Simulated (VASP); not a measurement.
# ZrB (Cmmm) in VASP: further runs

Aim: see how the results for ZrB move with the level of theory and the settings. Levels: PBE, HSE06, PBE-based screened hybrid with 25 % exact exchange. Tasks: relaxation of cell and atoms, single point.

Program: VASP 6.6.1. These are calculated values, not measurements. Logs are shortened: lines on timing, memory, paths and dates and some standing lists are left out, and cuts for length are marked.

## 1. The cell of the first run

Symmetry: Cmmm, No. 65, orthorhombic system. Conventional cell: a = 3.923 Å, b = 3.971 Å, c = 4.014 Å, α = 90.00°, β = 90.00°, γ = 90.00°. Zr (site symmetry mmm) has 4 B at 1.96 to 1.99 Å within 2.6 Å. Within 2.6 Å of B (site symmetry mmm) lie 4 Zr at 1.96 to 1.99 Å.

## 2. Relaxation of cell and atoms, PBE

INCAR reads:

```
SYSTEM = ZrB
PREC     = Accurate       ! precision mode
ENCUT    = 600            ! plane-wave cutoff, eV
EDIFF    = 1E-7           ! SCF threshold, eV
ISMEAR   = -1             ! smearing method
SIGMA    = 0.05           ! smearing width, eV
LREAL    = .False.        ! projectors in reciprocal space
LASPH    = .True.         ! aspherical terms in the spheres
NELM     = 100            ! most SCF steps
ALGO     = Normal         ! electronic algorithm
ISIF     = 3              ! what is computed and relaxed
LWAVE    = .False.        ! write WAVECAR
LCHARG   = .False.        ! write CHGCAR
GGA      = PE             ! functional
IBRION   = 2              ! ionic algorithm
NSW      = 60             ! ionic steps
EDIFFG   = -0.01          ! ionic threshold
```

KPOINTS reads:

```
Automatic mesh
0
Gamma
  10 10 7
  0 0 0
```

POSCAR reads:

```
ZrB
1.0
    1.9614334600     -1.9857162700      0.0000000000
    1.9614334600      1.9857162700      0.0000000000
    0.0000000000      0.0000000000      4.0139456300
Zr B
1 1
Direct
    0.0000000000      0.0000000000      0.5000000000
    0.5000000000      0.5000000000      0.5000000000
```

Potentials or basis: VASP PAW PBE potentials, release 64 (Zr_sv, B).

Launch:

```
> cat potpaw_PBE.64/Zr_sv/POTCAR potpaw_PBE.64/B/POTCAR > POTCAR
> mpirun -np 1 vasp_std > vasp.out
```

OUTCAR:

```text
SYSTEM = ZrB
   PREC = Accurate
   ENCUT = 600
   EDIFF = 1E-7
   ISMEAR = -1
   LREAL = .False.
   LASPH = .True.
   NELM = 100
   ISIF = 3
   GGA = PE
   IBRION = 2
   NSW = 60
   EDIFFG = -0.01

 ion  position               nearest neighbor table
   1  0.000  0.000  0.500-   2 1.96   2 1.96   2 1.99   2 1.99
   2  0.500  0.500  0.500-   1 1.96   1 1.96   1 1.99   1 1.99

  LATTYP: Found a base centered orthorhombic cell.
 ALAT       =     3.9228669200
 B/A-ratio  =     1.0123801345
 C/A-ratio  =     1.0232173846

  Lattice vectors:

 A1 = (   1.9614334600,  -1.9857162700,   0.0000000000)
 A2 = (   1.9614334600,   1.9857162700,   0.0000000000)
 A3 = (   0.0000000000,   0.0000000000,   4.0139456300)

Analysis of symmetry for initial positions (statically):
=====================================================================
 Subroutine PRICEL returns:
 Original cell was already a primitive cell.

 Routine SETGRP: Setting up the symmetry group for a
 base centered orthorhombic supercell.

 Subroutine GETGRP returns: Found  8 space group operations
 (whereof  8 operations were pure point group operations)
 out of a pool of  8 trial point group operations.

The static configuration has the point symmetry D_2h.

Analysis of symmetry for dynamics (positions and initial velocities):
=====================================================================
 Subroutine PRICEL returns:
 Original cell was already a primitive cell.

 Routine SETGRP: Setting up the symmetry group for a
 base centered orthorhombic supercell.

 Subroutine GETGRP returns: Found  8 space group operations
 (whereof  8 operations were pure point group operations)
 out of a pool of  8 trial point group operations.

The dynamic configuration has the point symmetry D_2h.

 Subroutine INISYM returns: Found  8 space group operations
 (whereof  8 operations are pure point group operations),
 and found     1 'primitive' translations

----------------------------------------------------------------------------------------

                                     Primitive cell

  volume of cell :      31.2674

  direct lattice vectors                    reciprocal lattice vectors
     1.961433460 -1.985716270  0.000000000     0.254915606 -0.251798310  0.000000000
     1.961433460  1.985716270  0.000000000     0.254915606  0.251798310  0.000000000
     0.000000000  0.000000000  4.013945630     0.000000000  0.000000000  0.249131426

  length of vectors
     2.791109156  2.791109156  4.013945630     0.358307626  0.358307626  0.249131426

  position of ions in fractional coordinates (direct lattice)
     0.000000000  0.000000000  0.500000000
     0.500000000  0.500000000  0.500000000

  ion indices of the primitive-cell ions
   primitive index   ion index
                 1           1
                 2           2

----------------------------------------------------------------------------------------

 KPOINTS: Automatic mesh

Automatic generation of k-mesh.
 Grid dimensions read from file:
 generate k-points for:   10   10    7

 Generating k-lattice:

  Cartesian coordinates                     Fractional coordinates (reciprocal lattice)
     0.025491561 -0.025179831  0.000000000     0.100000000  0.000000000  0.000000000
     0.025491561  0.025179831  0.000000000     0.000000000  0.100000000  0.000000000
     0.000000000  0.000000000  0.035590204     0.000000000  0.000000000  0.142857143

  Length of vectors
     0.035830763  0.035830763  0.035590204

  Shift w.r.t. Gamma in fractional coordinates (k-lattice)
     0.000000000  0.000000000  0.000000000

 Subroutine IBZKPT returns following result:
 ===========================================

 Found    124 irreducible k-points:

 Following reciprocal coordinates:
            Coordinates               Weight
  0.000000  0.000000  0.000000      1.000000
  0.100000  0.000000  0.000000      4.000000
  0.200000  0.000000  0.000000      4.000000
  0.300000  0.000000  0.000000      4.000000
  0.400000  0.000000  0.000000      4.000000
  0.500000  0.000000  0.000000      2.000000
[... 16 lines left out ...]
  0.300000  0.300000  0.000000      2.000000
  0.400000  0.300000  0.000000      4.000000
 [... further k-points ...]
   k-points           NKPTS =    124   k-points in BZ     NKDIM =    124   number of bands    NBANDS=     11
   number of dos      NEDOS =    301   number of ions     NIONS =      2
   total plane-waves  NPLWV =  18432
   dimension x,y,z NGX =    24 NGY =   24 NGZ =   32
   dimension x,y,z NGXF=    48 NGYF=   48 NGZF=   64
   ions per type =               1   1
   NGX,Y,Z   is equivalent  to a cutoff of  14.30, 14.30, 13.25 a.u.
   NGXF,Y,Z  is equivalent  to a cutoff of  28.59, 28.59, 26.51 a.u.
 SYSTEM =  ZrB
   PREC   = accura    normal or accurate (medium, high low for compatibility)
   ISTART =      0    job   : 0-new  1-cont  2-samecut
   ICHARG =      2    charge: 1-file 2-atom 10-const
   ISPIN  =      1    spin polarized calculation?
   LNONCOLLINEAR =      F non collinear calculations
   LSORBIT =      F    spin-orbit coupling
   LASPH  =      T    aspherical Exc in radial PAW
   ENCUT  =  600.0 eV  44.10 Ry    6.64 a.u.   5.57  5.57  8.02*2*pi/ulx,y,z
   NELM   =    100;   NELMIN=  2; NELMDL= -5     # of ELM steps
   EDIFF  = 0.1E-06   stopping-criterion for ELM
   LREAL  =      F    real-space projection
   EDIFFG = -.1E-01   stopping-criterion for IOM
   NSW    =     60    number of steps for IOM
   IBRION =      2    ionic relax: 0-MD 1-quasi-New 2-CG
   NFREE  =      1    steps in history (QN), initial steepest desc. (CG)
   ISIF   =      3    stress and relaxation
   ISYM   =      2    0-nonsym 1-usesym 2-fastsym
   POTIM  = 0.5000    time-step for ionic-motion
   TEBEG  =    0.0;   TEEND  =   0.0 temperature during run
   PSTRESS=    0.0 pullay stress
   NELECT =      15.0000    total number of electrons
   NUPDOWN=      -1.0000    fix difference up-down
   EMIN   =  10.00;   EMAX   =-10.00  energy-range for DOS
   EFERMI =   0.00;   METHOD = LEGACY
   ISMEAR =    -1;   SIGMA  =   0.05  broadening in eV -4-tet -1-fermi 0-gaus
   EFERMI_NEDOS =   21; number of points for ismear=-14 and -15
   IALGO  =     38    algorithm
   IMIX   =      4    mixing-type and parameters
     AMIX     =   0.40;   BMIX     =  1.00
     AMIX_MAG =   1.60;   BMIX_MAG =  1.00
  volume/ion in A,a.u.               =      15.63       105.50
  Fermi-wavevector in a.u.,A,eV,Ry     =   1.281567  2.421810 22.346383  1.642413
  Thomas-Fermi vector in A             =   2.413929
   LORBIT       =      0    0 simple, 1 ext, 2 COOP (PROOUT), +10 PAW based schemes
   GGA     = PE    functional components
   LHFCALC =     F    Hartree Fock is set to
   AEXX    =    0.0000 exact exchange contribution
   IVDW    =     0    specifies the selected vdW correction
   LEPSILON=     F    determine dielectric tensor
   LRPA    =     F    only Hartree local field effects (RPA)
 conjugate gradient relaxation of ions
 non-spin polarized calculation
  energy-cutoff  :      600.00
  volume of cell :       31.27
 maximum number of plane-waves:      1054
 NGX is ok and might be reduce to    24
   NGX = 11   NGY = 11   NGZ = 17

--------------------------------------- Ionic step        1  -------------------------------------------

 number of electron      15.0000000 magnetization

 Free energy of the ion-electron system (eV)
  ---------------------------------------------------
  ext. energy  EPLUGINS =         0.00000000
  ---------------------------------------------------
  free energy    TOTEN  =        -9.85214605 eV

  energy without entropy =       -9.84271366  energy(sigma->0) =       -9.84742985

------------------------ aborting loop because EDIFF is reached ----------------------------------------

  FORCE on cell =-STRESS in cart. coord.  units (eV):
  Direction    XX          YY          ZZ          XY          YZ          ZX
  --------------------------------------------------------------------------------------
  -------------------------------------------------------------------------------------
  Total       22.5323894     22.0953343      0.1277533      0.0000000      0.0000000      0.0000000
  in kB     1154.5841079   1132.1889276      6.5462203      0.0000000      0.0000000      0.0000000
  external PRESSURE =     764.4397520 kB  Pullay stress =       0.0000000 kB
[... 1114 lines left out ...]
 k-point    24 :       0.4000    0.3000    0.0000
  band No.  band energies     occupation
      1     -39.0137      2.00000
      2     -16.7311      2.00000
      3     -16.6039      2.00000
      4     -11.1898      2.00000
      5       1.6120      2.00000
      6       6.3961      2.00000
      7       8.4205      2.00000
      8       8.8159      2.00000
      9      20.4248      0.00000
     10      20.8434      0.00000
     11      23.3572      0.00000

 [... further k-points ...]

[... ionic steps 4 to 21 ...]

--------------------------------------- Ionic step       22  -------------------------------------------

 number of electron      15.0000001 magnetization

------------------------ aborting loop because EDIFF is reached ----------------------------------------

  FORCE on cell =-STRESS in cart. coord.  units (eV):
  Direction    XX          YY          ZZ          XY          YZ          ZX
  --------------------------------------------------------------------------------------
  -------------------------------------------------------------------------------------
  Total       -0.0043532      0.0152351     -0.0242205      0.0000000      0.0000000      0.0000000
  in kB       -0.2026306      0.7091578     -1.1274043      0.0000000      0.0000000      0.0000000
  external PRESSURE =      -0.2069591 kB  Pullay stress =       0.0000000 kB
[... 57 lines left out ...]
  energy  without entropy=      -13.7957758528  energy(sigma->0) =      -13.80289116

--------------------------------------- Ionic step       24  -------------------------------------------

 number of electron      15.0000001 magnetization

 Free energy of the ion-electron system (eV)
  ---------------------------------------------------
  ext. energy  EPLUGINS =         0.00000000
  ---------------------------------------------------
  free energy    TOTEN  =       -13.81001118 eV

  energy without entropy =      -13.79577488  energy(sigma->0) =      -13.80289303

 E-fermi :   6.2610     XC(G=0): -10.6944

 val. band max:        6.2352846055   @ k =  -0.3000   0.3000   0.1429
 cond. band min:       6.2627973418   @ k =   0.0000   0.0000   0.2857
 fundamental gap:      0.0275127363
 Fermi energy:         6.2610037648

 k-point     1 :       0.0000    0.0000    0.0000
  band No.  band energies     occupation
      1     -41.7750      2.00000
      2     -19.6259      2.00000
      3     -19.6257      2.00000
      4     -19.4879      2.00000
      5      -1.6741      2.00000
      6       4.9873      2.00000
      7       5.6539      1.99999
      8       8.4105      0.00000
      9       8.4107      0.00000
     10       9.6011      0.00000
     11      10.8037      0.00000
[... 351 lines left out ...]
  FREE ENERGIE OF THE ION-ELECTRON SYSTEM (eV)
  ---------------------------------------------------
  free  energy   TOTEN  =       -13.8100111785 eV

  energy  without entropy=      -13.7957748751  energy(sigma->0) =      -13.80289303

 reached required accuracy - stopping structural energy minimisation
```

Wall time 17 min (1 thread of Intel Xeon 8259CL, shared host); peak memory 0.22 GiB.

What came out:

| Property | Result |
| --- | --- |
| Free energy | -13.8100 eV |
| Relaxed volume | 17.21 Å³/atom |
| Relaxed cell | a = 3.405 Å, b = 3.405 Å, c = 2.968 Å, α = 90.00°, β = 90.00°, γ = 90.00° |
| Space group after relaxing (to 0.1 Å) | P4/mmm (No. 123) |
| Pressure after relaxing | 0.0 GPa |
| Band gap on the k mesh | zero (an odd number of electrons rules out a gap without spin polarisation) |

Stress tensor (GPa, compression positive):
```
 0.03  0.00  0.00
 0.00  0.05  0.00
 0.00  0.00 -0.09
```

Final structure:
```
Zr B
1.0
     2.40765   -2.40762    0.00000
     2.40765    2.40762    0.00000
     0.00000    0.00000    2.96838
Zr B
1 1
Cartesian
  0.0000 0.0000 1.4842
  2.4077 0.0000 1.4842
```

Levels at points of the mesh, in eV from the Fermi level:
```tsv
k point	band 6	band 7	band 8	band 9	band 10	band 11
(0.00, 0.00, 0.00)	-1.27	-0.61	2.15	2.15	3.34	4.54
(0.50, 0.00, 0.00)	-3.81	-1.45	-0.84	2.24	4.95	5.16
(0.50, 0.50, 0.00)	-0.57	-0.57	-0.54	3.85	3.85	5.29
```

Caveat: a cell axis changed by over 15 % at a fixed basis, so the end point is rough.

## 3. Single point, HSE06

This run uses another cell than the first one, of 17.15 Å³/atom.

POSCAR reads:

```
ZrB
1.0
    2.3833850950     -2.4051579375      0.0000000000
    2.3833850950      2.4051579375      0.0000000000
    0.0000000000      0.0000000000      2.9920104884
Zr B
1 1
Direct
    0.0000000000      0.0000000000      0.5000000000
    0.5000000000      0.5000000000      0.5000000000
```

INCAR.step1 reads:

```
SYSTEM = ZrB
PREC = Accurate ; ENCUT = 520
EDIFF = 1E-5 ; ISMEAR = -1
SIGMA = 0.05 ; LREAL = .FALSE.
LASPH = .TRUE. ; NELM = 60
ALGO = Normal ; ISIF = 2
LWAVE = .TRUE. ; NBANDS = 14
GGA = PE
```

INCAR.step2 reads:

```
SYSTEM = ZrB
PREC = Accurate ; ENCUT = 520
EDIFF = 1E-6 ; ISMEAR = -1
SIGMA = 0.05 ; LREAL = .FALSE.
LASPH = .TRUE. ; NELM = 60
ALGO = Normal ; ISIF = 2
LWAVE = .FALSE. ; LCHARG = .TRUE.
GGA = PE ; LHFCALC = .TRUE.
HFSCREEN = 0.2079 ; PRECFOCK = Normal
LELF = .TRUE. ; LVHAR = .TRUE.
NBANDS = 14 ; ISTART = 1
```

KPOINTS reads:

```
regular mesh
0
G
  5 5 4
  0 0 0
```

Potentials or basis: VASP PAW PBE potentials, release 64 (Zr_sv, B).

Launch:

```
> cat potpaw_PBE.64/Zr_sv/POTCAR potpaw_PBE.64/B/POTCAR > POTCAR
> cp INCAR.step1 INCAR
> mpirun -np 1 vasp_std > vasp.out
> cp INCAR.step2 INCAR
> mpirun -np 1 vasp_std > vasp.out
```

Run time: 11 min. Hardware: 1 thread of Intel Xeon Platinum 8488C (Sapphire Rapids), shared host; peak memory 0.26 GiB.

Results (log left out):

| Item | Value |
| --- | --- |
| Free energy | -15.6424 eV |
| Pressure | 0.0 GPa |
| Band gap on the k mesh | zero (an odd number of electrons rules out a gap without spin polarisation) |

Stress tensor (GPa, compression positive):
```
 0.05  0.00  0.00
 0.00  0.06  0.00
 0.00  0.00 -0.06
```

Levels at points of the mesh, in eV from the Fermi level:
| k point | band 6 | band 7 | band 8 | band 9 | band 10 | band 11 |
| --- | --- | --- | --- | --- | --- | --- |
| (0.00, 0.00, 0.00) | -1.87 | -0.97 | 2.22 | 2.27 | 3.61 | 5.04 |
| (0.00, 0.00, 0.50) | -2.86 | 0.34 | 2.08 | 2.14 | 3.46 | 3.53 |

Caveat: the k points lie up to 0.52 Å⁻¹ apart, too coarse for converged energies and pressures of a metal; the PAW data sets were made with another functional, which shifts forces and pressure a little.

## 4. Single point, PBE-based screened hybrid with 25 % exact exchange

This run uses another cell than the first one, of 17.21 Å³/atom.

POSCAR reads:

```
ZrB
1.0
    2.3949509481     -2.3961863471      0.0000000000
    2.3949509481      2.3961863471      0.0000000000
    0.0000000000      0.0000000000      2.9982080134
Zr B
1 1
Direct
    0.0000000000      0.0000000000      0.5000000000
    0.5000000000      0.5000000000      0.5000000000
```

INCAR.step1 reads:

```
SYSTEM = ZrB
ALGO = Normal
EDIFF = 1E-5
ENCUT = 520
GGA = PE
ISIF = 2
ISMEAR = -1
LASPH = .TRUE.
LCHARG = .FALSE.
LREAL = .FALSE.
LWAVE = .TRUE.
NBANDS = 14
NELM = 100
PREC = Accurate
SIGMA = 0.05
```

INCAR.step2 reads:

```
SYSTEM = ZrB
AEXX = 0.25
ALGO = Normal
EDIFF = 1E-7
ENCUT = 520
GGA = PE
HFSCREEN = 0.3
ISIF = 2
ISMEAR = -1
ISTART = 1
LASPH = .TRUE.
LCHARG = .FALSE.
LHFCALC = .TRUE.
LREAL = .FALSE.
LWAVE = .FALSE.
NBANDS = 14
NELM = 100
PREC = Accurate
PRECFOCK = Normal
SIGMA = 0.05
```

KPOINTS reads:

```
k-points
0
G
  5 5 4
  0 0 0
```

Launch:

```
> cat potpaw_PBE.64/Zr_sv/POTCAR potpaw_PBE.64/B/POTCAR > POTCAR
> cp INCAR.step1 INCAR
> mpirun -np 1 vasp_std > vasp.out
> cp INCAR.step2 INCAR
> mpirun -np 1 vasp_std > vasp.out
```

It took 12 min on 1 thread of Intel Xeon Platinum 8488C (Sapphire Rapids), shared host; peak memory 0.26 GiB.

Results (log left out):

| Property | Result |
| --- | --- |
| Free energy | -15.2214 eV |
| Pressure | 0.0 GPa |
| Band gap on the k mesh | zero (an odd number of electrons rules out a gap without spin polarisation) |

Levels at points of the mesh, in eV from the Fermi level:
```
           k point  band 3  band 4  band 5  band 6  band 7  band 8  band 9  band 10  band 11  band 12
(0.00, 0.00, 0.00)  -28.12  -28.04   -9.32   -1.75   -0.90    2.19    2.20     3.52     4.87     5.46
(0.00, 0.00, 0.50)  -28.02  -28.02   -7.05   -2.73    0.32    1.98    1.98     3.38     3.39     4.01
```

Caveat: the k points lie up to 0.52 Å⁻¹ apart, too coarse for converged energies and pressures of a metal; the PAW data sets were made with another functional, which shifts forces and pressure a little.

## 5. Overview

| task | level | cell | k mesh | cutoff (eV) | grid for exact exchange (PRECFOCK) | share of exact exchange | screening parameter | gap on the mesh (eV) | pressure (GPa) |
| --- | --- | --- | --- | --- | --- | --- | --- | --- | --- |
| relaxation of cell and atoms | PBE | relaxed from a = 2.791, b = 2.791, c = 4.014 Å, angles 90.0, 90.0, 90.7°, 2 atoms | 10 × 10 × 7 | 600 | - | - | - | none | 0.0 |
| single point | HSE06 | a = 3.386, b = 3.386, c = 2.992 Å, angles 90.0, 90.0, 90.5°, 2 atoms | 5 × 5 × 4 | 520 | Normal | 0.25 | 0.2079 1/Å | none | 0.0 |
| single point | PBE-based screened hybrid with 25 % exact exchange | a = 3.388, b = 3.388, c = 2.998 Å, 2 atoms | 5 × 5 × 4 | 520 | Normal | 0.25 | 0.3 1/Å | none | 0.0 |

Alike in all rows: potentials or basis VASP PAW PBE potentials, release 64 (Zr_sv, B); no spin polarisation; smearing fermi-dirac 0.05 eV.

Caveats: some runs use coarse meshes; the PAW data sets were made with another functional, which shifts forces and pressure a little (at least some runs); a cell axis changed by over 15 % at a fixed basis, so the end point is rough (at least some runs).

Total energies depend on the potentials used, so only differences within one code and one set of settings carry meaning.
